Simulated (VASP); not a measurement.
# Ni (Fm-3m) in VASP: a series of runs

The runs below take Ni through single point, with PBE.

All numbers are computed with VASP 6.6.1; they aren't measurements. Logs are shortened: lines on timing, memory, paths and dates and some standing lists are left out, and cuts for length are marked.

**1. The cell of the first run**

Symmetry: Fm-3m, No. 225, cubic system. The conventional cell has a = 3.518 Å, b = 3.518 Å, c = 3.518 Å, α = 90.00°, β = 90.00°, γ = 90.00°. Within 3.3 Å of Ni (site symmetry m-3m) lie 12 Ni at 2.49 Å.

**2. Single point, PBE, collinear spin, ferromagnetic start (10.89 Å³/atom)**

INCAR

```
PREC = Accurate ; ENCUT = 520
EDIFF = 1E-7 ; ISMEAR = 0
SIGMA = 0.15 ; LREAL = False
LASPH = True ; NELM = 150
ALGO = Fast ; ISIF = 2
LWAVE = False ; LCHARG = False
ISPIN = 2 ; MAGMOM = 0.25
LORBIT = 11 ; NUPDOWN = 0.25
LMAXMIX = 4 ; GGA = PE
NBANDS = 15
```

KPOINTS

```
Automatic mesh
0
Gamma
  24 24 24
```

POSCAR

```
Ni
1.0
    0.0000000000      1.7591360705      1.7591360705
    1.7591360705      0.0000000000      1.7591360705
    1.7591360705      1.7591360705      0.0000000000
Ni
1
Direct
    0.0000000000      0.0000000000      0.0000000000
```

Potentials or basis: VASP PAW PBE potentials, release 64 (Ni).

Started as:

```bash
$ cat potpaw_PBE.64/Ni/POTCAR > POTCAR
$ mpirun -np 1 vasp_std > vasp.out
```

OUTCAR:

```text
PREC = Accurate
   ENCUT = 520
   EDIFF = 1E-7
   ISMEAR = 0
   LREAL = False
   LASPH = True
   NELM = 150
   ISIF = 2
   ISPIN = 2
   LORBIT = 11
   NUPDOWN = 0.25
   GGA = PE

 ion  position               nearest neighbor table
   1  0.000  0.000  0.000-

  LATTYP: Found a face centered cubic cell.
 ALAT       =     3.5182721410

  Lattice vectors:

 A1 = (   0.0000000000,   1.7591360705,   1.7591360705)
 A2 = (   1.7591360705,   0.0000000000,   1.7591360705)
 A3 = (   1.7591360705,   1.7591360705,   0.0000000000)

Analysis of symmetry for initial positions (statically):
=====================================================================
 Subroutine PRICEL returns:
 Original cell was already a primitive cell.

 Routine SETGRP: Setting up the symmetry group for a
 face centered cubic supercell.

 Subroutine GETGRP returns: Found 48 space group operations
 (whereof 48 operations were pure point group operations)
 out of a pool of 48 trial point group operations.

The static configuration has the point symmetry O_h .

Analysis of symmetry for dynamics (positions and initial velocities):
=====================================================================
 Subroutine PRICEL returns:
 Original cell was already a primitive cell.

 Routine SETGRP: Setting up the symmetry group for a
 face centered cubic supercell.

 Subroutine GETGRP returns: Found 48 space group operations
 (whereof 48 operations were pure point group operations)
 out of a pool of 48 trial point group operations.

The dynamic configuration has the point symmetry O_h .

Analysis of structural, dynamic, and magnetic symmetry:
=====================================================================
 Subroutine PRICEL returns:
 Original cell was already a primitive cell.

 Routine SETGRP: Setting up the symmetry group for a
 face centered cubic supercell.

 Subroutine GETGRP returns: Found 48 space group operations
 (whereof 48 operations were pure point group operations)
 out of a pool of 48 trial point group operations.

The overall configuration has the point symmetry O_h .

 Subroutine INISYM returns: Found 48 space group operations
 (whereof 48 operations are pure point group operations),
 and found     1 'primitive' translations

----------------------------------------------------------------------------------------

                                     Primitive cell

  volume of cell :      10.8875

  direct lattice vectors                    reciprocal lattice vectors
     0.000000000  1.759136071  1.759136071    -0.284230429  0.284230429  0.284230429
     1.759136071  0.000000000  1.759136071     0.284230429 -0.284230429  0.284230429
     1.759136071  1.759136071  0.000000000     0.284230429  0.284230429 -0.284230429

  length of vectors
     2.487794089  2.487794089  2.487794089     0.492301544  0.492301544  0.492301544

  position of ions in fractional coordinates (direct lattice)
     0.000000000  0.000000000  0.000000000

  ion indices of the primitive-cell ions
   primitive index   ion index
                 1           1

----------------------------------------------------------------------------------------

 KPOINTS: Automatic mesh

Automatic generation of k-mesh.
 Grid dimensions read from file:
 generate k-points for:   24   24   24

 Generating k-lattice:

  Cartesian coordinates                     Fractional coordinates (reciprocal lattice)
    -0.011842935  0.011842935  0.011842935     0.041666667  0.000000000  0.000000000
     0.011842935 -0.011842935  0.011842935     0.000000000  0.041666667  0.000000000
     0.011842935  0.011842935 -0.011842935     0.000000000  0.000000000  0.041666667

  Length of vectors
     0.020512564  0.020512564  0.020512564

  Shift w.r.t. Gamma in fractional coordinates (k-lattice)
     0.000000000  0.000000000  0.000000000

 Subroutine IBZKPT returns following result:
 ===========================================

 Found    413 irreducible k-points:

 Following reciprocal coordinates:
            Coordinates               Weight
  0.000000  0.000000  0.000000      1.000000
  0.041667  0.000000  0.000000      8.000000
  0.083333  0.000000  0.000000      8.000000
  0.125000  0.000000  0.000000      8.000000
  0.166667  0.000000  0.000000      8.000000
  0.208333  0.000000  0.000000      8.000000
[... 16 lines left out ...]
  0.416667  0.041667  0.000000     24.000000
  0.458333  0.041667  0.000000     24.000000
 [... further k-points ...]
   k-points           NKPTS =    413   k-points in BZ     NKDIM =    413   number of bands    NBANDS=     15
   number of dos      NEDOS =    301   number of ions     NIONS =      1
   total plane-waves  NPLWV =   8000
   dimension x,y,z NGX =    20 NGY =   20 NGZ =   20
   dimension x,y,z NGXF=    40 NGYF=   40 NGZF=   40
   ions per type =               1
   NGX,Y,Z   is equivalent  to a cutoff of  13.36, 13.36, 13.36 a.u.
   NGXF,Y,Z  is equivalent  to a cutoff of  26.73, 26.73, 26.73 a.u.
 SYSTEM =  unknown system
   PREC   = accura    normal or accurate (medium, high low for compatibility)
   ISTART =      0    job   : 0-new  1-cont  2-samecut
   ICHARG =      2    charge: 1-file 2-atom 10-const
   ISPIN  =      2    spin polarized calculation?
   LNONCOLLINEAR =      F non collinear calculations
   LSORBIT =      F    spin-orbit coupling
   LASPH  =      T    aspherical Exc in radial PAW
   ENCUT  =  520.0 eV  38.22 Ry    6.18 a.u.   4.63  4.63  4.63*2*pi/ulx,y,z
   NELM   =    150;   NELMIN=  2; NELMDL= -5     # of ELM steps
   EDIFF  = 0.1E-06   stopping-criterion for ELM
   LREAL  =      F    real-space projection
   EDIFFG = 0.1E-05   stopping-criterion for IOM
   NSW    =      0    number of steps for IOM
   IBRION =     -1    ionic relax: 0-MD 1-quasi-New 2-CG
   NFREE  =      0    steps in history (QN), initial steepest desc. (CG)
   ISIF   =      2    stress and relaxation
   ISYM   =      2    0-nonsym 1-usesym 2-fastsym
   POTIM  = 0.5000    time-step for ionic-motion
   TEBEG  =    0.0;   TEEND  =   0.0 temperature during run
   PSTRESS=    0.0 pullay stress
   NELECT =      10.0000    total number of electrons
   NUPDOWN=       0.2500    fix difference up-down
   EMIN   =  10.00;   EMAX   =-10.00  energy-range for DOS
   EFERMI =   0.00;   METHOD = LEGACY
   ISMEAR =     0;   SIGMA  =   0.15  broadening in eV -4-tet -1-fermi 0-gaus
   EFERMI_NEDOS =   21; number of points for ismear=-14 and -15
   IALGO  =     68    algorithm
   IMIX   =      4    mixing-type and parameters
     AMIX     =   0.40;   BMIX     =  1.00
     AMIX_MAG =   1.60;   BMIX_MAG =  1.00
  volume/ion in A,a.u.               =      10.89        73.47
  Fermi-wavevector in a.u.,A,eV,Ry     =   1.591349  3.007213 34.455274  2.532391
  Thomas-Fermi vector in A             =   2.689903
   LORBIT       =     11    0 simple, 1 ext, 2 COOP (PROOUT), +10 PAW based schemes
   GGA     = PE    functional components
   LHFCALC =     F    Hartree Fock is set to
   AEXX    =    0.0000 exact exchange contribution
   IVDW    =     0    specifies the selected vdW correction
   LEPSILON=     F    determine dielectric tensor
   LRPA    =     F    only Hartree local field effects (RPA)
 spin polarized calculation
 RMM-DIIS sequential band-by-band and
 Gauss-broadening in eV      SIGMA  =   0.15
  energy-cutoff  :      520.00
  volume of cell :       10.89
 maximum number of plane-waves:       305
   NGX =  9   NGY =  9   NGZ =  9

 number of electron      10.0000009 magnetization       0.2500000

 Free energy of the ion-electron system (eV)
  ---------------------------------------------------
  ext. energy  EPLUGINS =         0.00000000
  ---------------------------------------------------
  free energy    TOTEN  =        -5.44422310 eV

  energy without entropy =       -5.40867082  energy(sigma->0) =       -5.42644696

 E-fermi :   9.2721     XC(G=0): -13.2494

 val. band max:        9.2709403262   @ k =   0.4167   0.1250   0.0000
 cond. band min:       9.1032670768   @ k =  -0.4583   0.4167   0.0000
 fundamental gap:     -0.1676732495
 Fermi energy:         9.1028286189

 spin component 1

 k-point     1 :       0.0000    0.0000    0.0000
  band No.  band energies     occupation
      1       0.3572      1.00000
      2       7.1757      1.00000
      3       7.1757      1.00000
      4       7.1757      1.00000
      5       8.3124      1.00000
      6       8.3124      1.00000
      7      33.0437      0.00000
      8      36.9412      0.00000
      9      36.9412      0.00000
     10      36.9412      0.00000
     11      39.9159      0.00000
     12      39.9159      0.00000
     13      39.9159      0.00000
     14      42.8082      0.00000
     15      49.1949      0.00000

 k-point     2 :       0.0417    0.0000    0.0000
  band No.  band energies     occupation
      1       0.4253      1.00000
      2       7.1573      1.00000
      3       7.1913      1.00000
      4       7.1913      1.00000
      5       8.3055      1.00000
      6       8.3055      1.00000
      7      32.8594      0.00000
      8      35.8833      0.00000
      9      36.7683      0.00000
     10      36.7683      0.00000
     11      40.1677      0.00000
     12      40.1677      0.00000
     13      40.6540      0.00000
     14      43.3271      0.00000
     15      48.4094      0.00000
[... 365 lines left out ...]
      3       7.2463      1.00000
      4       7.7777      1.00000
      5       8.9303      0.94813
      6       9.0304      0.75267
      7      17.1946      0.00000
      8      31.5397      0.00000
      9      33.0032      0.00000
     10      34.3697      0.00000
     11      37.5333      0.00000
     12      38.6110      0.00000
     13      43.1904      0.00000
     14      51.3011      0.00000
     15      54.0064      0.00000

 k-point    24 :       0.4583    0.0417    0.0000
  band No.  band energies     occupation
      1       4.6598      1.00000
      2       7.1474      1.00000
      3       7.2086      1.00000
      4       8.2451      1.00000
      5       8.9944      0.84657
      6       9.3406      0.01250
      7      15.9215      0.00000
      8      31.3406      0.00000
      9      33.1562      0.00000
     10      33.8635      0.00000
     11      37.5458      0.00000
     12      38.0499      0.00000
     13      43.4298      0.00000
     14      53.0767      0.00000
     15      55.4543      0.00000

 [... further k-points ...]

 spin component 2

 k-point     1 :       0.0000    0.0000    0.0000
  band No.  band energies     occupation
      1       0.3301      1.00000
      2       7.4893      1.00000
      3       7.4893      1.00000
      4       7.4893      1.00000
      5       8.5411      1.00000
      6       8.5411      1.00000
      7      32.9611      0.00000
      8      36.9194      0.00000
      9      36.9195      0.00000
     10      36.9195      0.00000
     11      39.9474      0.00000
     12      39.9474      0.00000
     13      39.9474      0.00000
     14      42.7423      0.00000
     15      49.2705      0.00000

 k-point     2 :       0.0417    0.0000    0.0000
  band No.  band energies     occupation
      1       0.3982      1.00000
      2       7.4698      1.00000
      3       7.5052      1.00000
      4       7.5052      1.00000
      5       8.5341      1.00000
      6       8.5341      1.00000
      7      32.7856      0.00000
      8      35.8681      0.00000
      9      36.7530      0.00000
     10      36.7530      0.00000
     11      40.1917      0.00000
     12      40.1917      0.00000
     13      40.6605      0.00000
     14      43.2733      0.00000
     15      48.4738      0.00000
[... 365 lines left out ...]
      3       7.4998      1.00000
      4       7.8865      1.00000
      5       9.2331      0.64339
      6       9.2981      0.40327
      7      17.3089      0.00000
      8      31.4749      0.00000
      9      33.0280      0.00000
     10      34.3997      0.00000
     11      37.5271      0.00000
     12      38.6130      0.00000
     13      43.2162      0.00000
     14      51.3255      0.00000
     15      54.0231      0.00000

 k-point    24 :       0.4583    0.0417    0.0000
  band No.  band energies     occupation
      1       4.8193      1.00000
      2       7.3902      1.00000
      3       7.4585      1.00000
      4       8.3493      1.00000
      5       9.3019      0.38929
      6       9.5512      0.00425
      7      16.0652      0.00000
      8      31.2748      0.00000
      9      33.1798      0.00000
     10      33.8898      0.00000
     11      37.5426      0.00000
     12      38.0538      0.00000
     13      43.4648      0.00000
     14      53.1011      0.00000
     15      55.4705      0.00000

 [... further k-points ...]

------------------------ aborting loop because EDIFF is reached ----------------------------------------

  FORCE on cell =-STRESS in cart. coord.  units (eV):
  Direction    XX          YY          ZZ          XY          YZ          ZX
  --------------------------------------------------------------------------------------
  -------------------------------------------------------------------------------------
  Total       -0.0491665     -0.0491665     -0.0491665      0.0000000      0.0000000     -0.0000000
  in kB       -7.2352221     -7.2352221     -7.2352221      0.0000000      0.0000000     -0.0000000
  external PRESSURE =      -7.2352221 kB  Pullay stress =       0.0000000 kB

 VOLUME and BASIS-vectors are now :
 -----------------------------------------------------------------------------
  energy-cutoff  :      520.00
  volume of cell :       10.89
      direct lattice vectors                 reciprocal lattice vectors
     0.000000000  1.759136071  1.759136071    -0.284230429  0.284230429  0.284230429
     1.759136071  0.000000000  1.759136071     0.284230429 -0.284230429  0.284230429
     1.759136071  1.759136071  0.000000000     0.284230429  0.284230429 -0.284230429

 POSITION                                       TOTAL-FORCE (eV/Angst)
 -----------------------------------------------------------------------------------
      0.00000      0.00000      0.00000        -0.000000     -0.000000      0.000000
 -----------------------------------------------------------------------------------
    total drift:                                0.000000      0.000000      0.000000

  FREE ENERGIE OF THE ION-ELECTRON SYSTEM (eV)
  ---------------------------------------------------
  free  energy   TOTEN  =        -5.4442231016 eV

  energy  without entropy=       -5.4086708214  energy(sigma->0) =       -5.42644696

 total charge

# of ion       s       p       d       tot
------------------------------------------
    1        0.494   0.492   8.324   9.311

 magnetization (x)

# of ion       s       p       d       tot
------------------------------------------
    1       -0.005  -0.014   0.275   0.257
```

It took 88 s on 1 thread of Intel Xeon 6975P-C (Granite Rapids), shared host; peak memory 0.21 GiB.

What came out:

```
Free energy                                           : -5.4442 eV
Pressure                                              : -0.7 GPa
Net moment                                            : 0.25 μB per cell
Site moments                                          : Ni +0.26 μB
Valence electrons inside the program's atomic spheres : Ni 9.31
```

Caveat: the total moment is fixed, so each spin has its own Fermi level.

[end of part 1 of 2]
